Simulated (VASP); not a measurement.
# AlFeB3 (Pm-3m) in VASP: further runs, part 2 of 2

VASP 6.6.1. Earlier steps stand in the parts before.

## Step 3: Relaxation of cell and atoms, PBE

This run uses another cell than the first one, of 11.08 Å³/atom, 1.005 times its volume.

Contents of INCAR:

```
SYSTEM = AlFeB3
PREC = Accurate
ENCUT = 600
EDIFF = 1E-6
ISMEAR = 0
SIGMA = 0.1
LREAL = .FALSE.
LASPH = .TRUE.
NELM = 60
ALGO = Normal
ISIF = 3
LWAVE = .FALSE.
LCHARG = .FALSE.
GGA = PE
IBRION = 2
NSW = 100
EDIFFG = -0.01
```

Contents of KPOINTS:

```
Automatic mesh
0
G
  10 10 10
  0 0 0
```

Contents of POSCAR:

```
AlFeB3
1.0
    3.8119173102      0.0000000000      0.0000000000
    0.0000000000      3.8119173102      0.0000000000
    0.0000000000      0.0000000000      3.8119173102
Al Fe B
1 1 3
Direct
    0.0000000000      0.0000000000      0.0000000000
    0.5000000000      0.5000000000      0.5000000000
    0.0000000000      0.5000000000      0.5000000000
    0.5000000000      0.0000000000      0.5000000000
    0.5000000000      0.5000000000      0.0000000000
```

Potentials or basis: VASP PAW PBE potentials, release 64 (Al, Fe, B).

The run is started by

```sh
$ cat potpaw_PBE.64/Al/POTCAR potpaw_PBE.64/Fe/POTCAR potpaw_PBE.64/B/POTCAR > POTCAR
$ mpirun -np 1 vasp_std > vasp.out
```

OUTCAR:

```text
SYSTEM = AlFeB3
   PREC = Accurate
   ENCUT = 600
   EDIFF = 1E-6
   ISMEAR = 0
   LREAL = .FALSE.
   LASPH = .TRUE.
   NELM = 60
   ISIF = 3
   GGA = PE
   IBRION = 2
   NSW = 100
   EDIFFG = -0.01

 ion  position               nearest neighbor table
   1  0.000  0.000  0.000-   3 2.70   4 2.70   5 2.70   3 2.70   4 2.70   3 2.70   5 2.70   3 2.70
                             4 2.70   5 2.70   4 2.70   5 2.70
   2  0.500  0.500  0.500-   3 1.91   4 1.91   5 1.91   5 1.91   4 1.91   3 1.91
   3  0.000  0.500  0.500-   2 1.91   2 1.91   1 2.70   1 2.70   1 2.70   1 2.70
   4  0.500  0.000  0.500-   2 1.91   2 1.91   1 2.70   1 2.70   1 2.70   1 2.70
   5  0.500  0.500  0.000-   2 1.91   2 1.91   1 2.70   1 2.70   1 2.70   1 2.70

  LATTYP: Found a simple cubic cell.
 ALAT       =     3.8119173102

  Lattice vectors:

 A1 = (   3.8119173102,   0.0000000000,   0.0000000000)
 A2 = (   0.0000000000,   3.8119173102,   0.0000000000)
 A3 = (   0.0000000000,   0.0000000000,   3.8119173102)

Analysis of symmetry for initial positions (statically):
=====================================================================
 Subroutine PRICEL returns:
 Original cell was already a primitive cell.

 Routine SETGRP: Setting up the symmetry group for a
 simple cubic supercell.

 Subroutine GETGRP returns: Found 48 space group operations
 (whereof 48 operations were pure point group operations)
 out of a pool of 48 trial point group operations.

The static configuration has the point symmetry O_h .

Analysis of symmetry for dynamics (positions and initial velocities):
=====================================================================
 Subroutine PRICEL returns:
 Original cell was already a primitive cell.

 Routine SETGRP: Setting up the symmetry group for a
 simple cubic supercell.

 Subroutine GETGRP returns: Found 48 space group operations
 (whereof 48 operations were pure point group operations)
 out of a pool of 48 trial point group operations.

The dynamic configuration has the point symmetry O_h .

 Subroutine INISYM returns: Found 48 space group operations
 (whereof 48 operations are pure point group operations),
 and found     1 'primitive' translations

----------------------------------------------------------------------------------------

                                     Primitive cell

  volume of cell :      55.3899

  direct lattice vectors                    reciprocal lattice vectors
     3.811917310  0.000000000  0.000000000     0.262335176  0.000000000  0.000000000
     0.000000000  3.811917310  0.000000000     0.000000000  0.262335176  0.000000000
     0.000000000  0.000000000  3.811917310     0.000000000  0.000000000  0.262335176

  length of vectors
     3.811917310  3.811917310  3.811917310     0.262335176  0.262335176  0.262335176

  position of ions in fractional coordinates (direct lattice)
     0.000000000  0.000000000  0.000000000
     0.500000000  0.500000000  0.500000000
     0.000000000  0.500000000  0.500000000
     0.500000000  0.000000000  0.500000000
     0.500000000  0.500000000  0.000000000

  ion indices of the primitive-cell ions
   primitive index   ion index
                 1           1
                 2           2
                 3           3
                 4           4
                 5           5

----------------------------------------------------------------------------------------

[... 65 lines left out ...]
   LSORBIT =      F    spin-orbit coupling
   LASPH  =      T    aspherical Exc in radial PAW
   ENCUT  =  600.0 eV  44.10 Ry    6.64 a.u.   7.61  7.61  7.61*2*pi/ulx,y,z
   NELM   =     60;   NELMIN=  2; NELMDL= -5     # of ELM steps
   EDIFF  = 0.1E-05   stopping-criterion for ELM
   LREAL  =      F    real-space projection
   EDIFFG = -.1E-01   stopping-criterion for IOM
   NSW    =    100    number of steps for IOM
   IBRION =      2    ionic relax: 0-MD 1-quasi-New 2-CG
   NFREE  =      1    steps in history (QN), initial steepest desc. (CG)
   ISIF   =      3    stress and relaxation
   ISYM   =      2    0-nonsym 1-usesym 2-fastsym
   POTIM  = 0.5000    time-step for ionic-motion
   TEBEG  =    0.0;   TEEND  =   0.0 temperature during run
   PSTRESS=    0.0 pullay stress
   NELECT =      20.0000    total number of electrons
   NUPDOWN=      -1.0000    fix difference up-down
   EMIN   =  10.00;   EMAX   =-10.00  energy-range for DOS
   EFERMI =   0.00;   METHOD = LEGACY
   ISMEAR =     0;   SIGMA  =   0.10  broadening in eV -4-tet -1-fermi 0-gaus
   EFERMI_NEDOS =   21; number of points for ismear=-14 and -15
   IALGO  =     38    algorithm
   IMIX   =      4    mixing-type and parameters
     AMIX     =   0.40;   BMIX     =  1.00
     AMIX_MAG =   1.60;   BMIX_MAG =  1.00
  volume/ion in A,a.u.               =      11.08        74.76
  Fermi-wavevector in a.u.,A,eV,Ry     =   1.165757  2.202961 18.490172  1.358989
  Thomas-Fermi vector in A             =   2.302279
   LORBIT       =      0    0 simple, 1 ext, 2 COOP (PROOUT), +10 PAW based schemes
   GGA     = PE    functional components
   LHFCALC =     F    Hartree Fock is set to
   AEXX    =    0.0000 exact exchange contribution
   IVDW    =     0    specifies the selected vdW correction
   LEPSILON=     F    determine dielectric tensor
   LRPA    =     F    only Hartree local field effects (RPA)
 conjugate gradient relaxation of ions
 non-spin polarized calculation
 Gauss-broadening in eV      SIGMA  =   0.10
  energy-cutoff  :      600.00
  volume of cell :       55.39
 maximum number of plane-waves:      1868
   NGX = 15   NGY = 15   NGZ = 15

--------------------------------------- Ionic step        1  -------------------------------------------

 number of electron      19.9999993 magnetization

 Free energy of the ion-electron system (eV)
  ---------------------------------------------------
  ext. energy  EPLUGINS =         0.00000000
  ---------------------------------------------------
  free energy    TOTEN  =       -27.85689974 eV

  energy without entropy =      -27.84122446  energy(sigma->0) =      -27.84906210

------------------------ aborting loop because EDIFF is reached ----------------------------------------

  FORCE on cell =-STRESS in cart. coord.  units (eV):
  Direction    XX          YY          ZZ          XY          YZ          ZX
  --------------------------------------------------------------------------------------
  -------------------------------------------------------------------------------------
  Total       -0.2722506     -0.2722506     -0.2722506      0.0000000      0.0000000     -0.0000000
  in kB       -7.8749718     -7.8749718     -7.8749718      0.0000000      0.0000000     -0.0000000
  external PRESSURE =      -7.8749718 kB  Pullay stress =       0.0000000 kB
[... 65 lines left out ...]
--------------------------------------- Ionic step        3  -------------------------------------------

 number of electron      19.9999993 magnetization

 Free energy of the ion-electron system (eV)
  ---------------------------------------------------
  ext. energy  EPLUGINS =         0.00000000
  ---------------------------------------------------
  free energy    TOTEN  =       -27.85763706 eV

  energy without entropy =      -27.84213661  energy(sigma->0) =      -27.84988684

 E-fermi :   6.4958     XC(G=0): -11.1413

 val. band max:        6.4663266711   @ k =   0.3000   0.0000   0.0000
 cond. band min:       6.5014483815   @ k =   0.5000   0.3000   0.3000
 fundamental gap:      0.0351217104
 Fermi energy:         6.4958428373

 k-point     1 :       0.0000    0.0000    0.0000
  band No.  band energies     occupation
      1      -5.9482      2.00000
      2       0.2777      2.00000
      3       0.2777      2.00000
      4       2.4020      2.00000
      5       2.4020      2.00000
      6       2.4020      2.00000
      7       4.4517      2.00000
      8       4.4517      2.00000
      9       4.4517      2.00000
     10       6.2744      1.99826
     11       8.0134      0.00000
     12       8.0134      0.00000
     13       8.7441      0.00000
     14       8.7441      0.00000
[... 377 lines left out ...]
      1      -4.9330      2.00000
      2      -1.4905      2.00000
      3       0.3401      2.00000
      4       1.6984      2.00000
      5       2.4787      2.00000
      6       2.6467      2.00000
      7       3.7191      2.00000
      8       4.0518      2.00000
      9       4.6468      2.00000
     10       6.5567      0.38921
     11       6.7638      0.00015
     12       8.3318      0.00000
     13       8.4717      0.00000
     14       9.0671      0.00000

 [... further k-points ...]

------------------------ aborting loop because EDIFF is reached ----------------------------------------

  FORCE on cell =-STRESS in cart. coord.  units (eV):
  Direction    XX          YY          ZZ          XY          YZ          ZX
  --------------------------------------------------------------------------------------
  -------------------------------------------------------------------------------------
  Total       -0.0078729     -0.0078729     -0.0078729      0.0000000      0.0000000      0.0000000
  in kB       -0.2290242     -0.2290242     -0.2290242      0.0000000      0.0000000      0.0000000
  external PRESSURE =      -0.2290242 kB  Pullay stress =       0.0000000 kB
[... 20 lines left out ...]
  FREE ENERGIE OF THE ION-ELECTRON SYSTEM (eV)
  ---------------------------------------------------
  free  energy   TOTEN  =       -27.8576370627 eV

  energy  without entropy=      -27.8421366074  energy(sigma->0) =      -27.84988684

 reached required accuracy - stopping structural energy minimisation
```

OSZICAR:

```text
N       E                     dE             d eps       ncg     rms          rms(c)
DAV:   1     0.964641015403E+02    0.96464E+02   -0.93419E+03  1568   0.151E+03
DAV:   2    -0.203043118349E+02   -0.11677E+03   -0.11160E+03  1586   0.274E+02
[... 23 lines left out ...]
       N       E                     dE             d eps       ncg     rms          rms(c)
DAV:   1    -0.278586984328E+02   -0.11395E-02   -0.12584E-02  1784   0.216E+00    0.373E-01
DAV:   2    -0.278715815565E+02   -0.12883E-01   -0.94851E-02  2454   0.527E+00    0.126E+00
DAV:   3    -0.278576937364E+02    0.13888E-01   -0.63942E-02  2440   0.427E+00    0.609E-02
DAV:   4    -0.278576399636E+02    0.53773E-04   -0.63372E-04  1676   0.225E-01    0.258E-02
DAV:   5    -0.278576368399E+02    0.31237E-05   -0.23495E-05  2578   0.590E-02    0.603E-03
DAV:   6    -0.278576370627E+02   -0.22285E-06   -0.77343E-07  1126   0.793E-03
   3 F= -.27857637E+02 E0= -.27849887E+02  d E =-.737321E-03
```

CONTCAR:

```text
AlFeB3
   1.00000000000000
     3.8047007658080596    0.0000000000000000   -0.0000000000000000
     0.0000000000000000    3.8047007658080596   -0.0000000000000000
     0.0000000000000000    0.0000000000000000    3.8047007658080596
  Al              Fe              B
     1     1     3
Direct
     0.0000000000000000    0.0000000000000000    0.0000000000000000
     0.5000000000000000    0.5000000000000000    0.5000000000000000
     0.0000000000000000    0.5000000000000000    0.5000000000000000
     0.5000000000000000    0.0000000000000000    0.5000000000000000
     0.5000000000000000    0.5000000000000000    0.0000000000000000

  0.00000000E+00  0.00000000E+00  0.00000000E+00
  0.00000000E+00  0.00000000E+00  0.00000000E+00
  0.00000000E+00  0.00000000E+00  0.00000000E+00
  0.00000000E+00  0.00000000E+00  0.00000000E+00
  0.00000000E+00  0.00000000E+00  0.00000000E+00
```

Wall time 43 s (1 thread of Intel Xeon 6975P-C (Granite Rapids), shared host); peak memory 0.21 GiB.

What came out:

| Item | Value |
| --- | --- |
| Free energy | -27.8576 eV |
| Relaxed volume | 11.02 Å³/atom |
| Relaxed cell | a = 3.805 Å, b = 3.805 Å, c = 3.805 Å, α = 90.00°, β = 90.00°, γ = 90.00° |
| Space group after relaxing (to 0.05 Å) | Pm-3m (No. 221) |
| Energy gained by relaxing | 0.1 meV/atom |
| Ionic steps | 3 |
| Pressure after relaxing | 0.0 GPa |
| Band gap on the k mesh | zero (band 10 reaches 7.12 eV, above the bottom of band 11 at 6.09 eV) |

The path:
```csv
step,energy change (eV),largest force (eV/Å),pressure (GPa),volume (Å³)
1,0.0000,0.0000,-0.79,55.39
2,-0.0007,0.0000,0.31,54.95
3,-0.0007,0.0000,-0.02,55.08
```

Final structure:
```xyz
5
Lattice="3.8047 0.0000 0.0000 0.0000 3.8047 0.0000 0.0000 0.0000 3.8047" Properties=species:S:1:pos:R:3 pbc="T T T"
Al    0.0000    0.0000    0.0000
Fe    1.9024    1.9024    1.9024
B     0.0000    1.9024    1.9024
B     1.9024    0.0000    1.9024
B     1.9024    1.9024    0.0000
```

Spin polarisation is off, so any magnetic state and its effect on volume and gap are missing.
